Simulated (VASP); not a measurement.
Input of a VASP 6.6.1 run:

POSCAR

```
Te2Mo
1.0
    3.7057833758      0.0000000000      0.0000000000
   -1.8528916879      3.2093025443      0.0000000000
    0.0000000000      0.0000000000     14.3783205350
Te Mo
4 2
Direct
    0.3333333333      0.6666666667      0.6288585349
    0.6666666667      0.3333333333      0.1288585349
    0.6666666667      0.3333333333      0.3711414651
    0.3333333333      0.6666666667      0.8711414651
    0.3333333333      0.6666666667      0.2500000000
    0.6666666667      0.3333333333      0.7500000000
```

File INCAR.step1:

```
  PREC = Accurate
  ENCUT = 520
  ISMEAR = 0
  SIGMA = 0.02
  LREAL = F
  LASPH = T
  NELM = 100
  NBANDS = 35
  GGA = PE
  ALGO = Normal
  EDIFF = 1E-4
  LWAVE = T
  LCHARG = F
```

INCAR.step2

```
  PREC = Accurate
  ENCUT = 520
  EDIFF = 1E-7
  ISMEAR = 0
  SIGMA = 0.02
  LREAL = F
  LASPH = T
  NELM = 100
  ALGO = Normal
  ISIF = 2
  LWAVE = F
  LCHARG = T
  METAGGA = R2SCAN
  LMIXTAU = T
  LELF = T
  LVHAR = T
  NBANDS = 35
  ISTART = 1
```

The input KPOINTS:

```
Automatic mesh
0
Gamma
  12 12 2
```

Potentials or basis: VASP PAW PBE potentials, release 64 (Te, Mo_sv).

Launch:

```sh
$ cat potpaw_PBE.64/Te/POTCAR potpaw_PBE.64/Mo_sv/POTCAR > POTCAR
$ cp INCAR.step1 INCAR
$ mpirun -np 1 vasp_std > vasp.out
$ cp INCAR.step2 INCAR
$ mpirun -np 1 vasp_std > vasp.out
```

Question: What does it give for the pressure?

Answer: -3.3 GPa.

Question: What does it give for the largest force?

Answer: 0.029 eV/Å.

Question: Predict the band gap on the k mesh.

Answer: 0.39 eV (least direct gap 0.80 eV).

Stress tensor (GPa, compression positive):
```
-5.08  0.00  0.00
 0.00 -5.08  0.00
 0.00  0.00  0.22
```

Caveat: the cell differs from its parent crystal (biaxial strain in the a-b plane: +4.0 %); the stress differs along the axes, from -5 to 0 GPa; semilocal functionals underestimate gaps, and a narrow one can read as zero; the PAW data sets were made with another functional, which shifts forces and pressure a little; spin-orbit coupling is left out, which moves the levels of the heavy elements. A k mesh can miss the band edges.
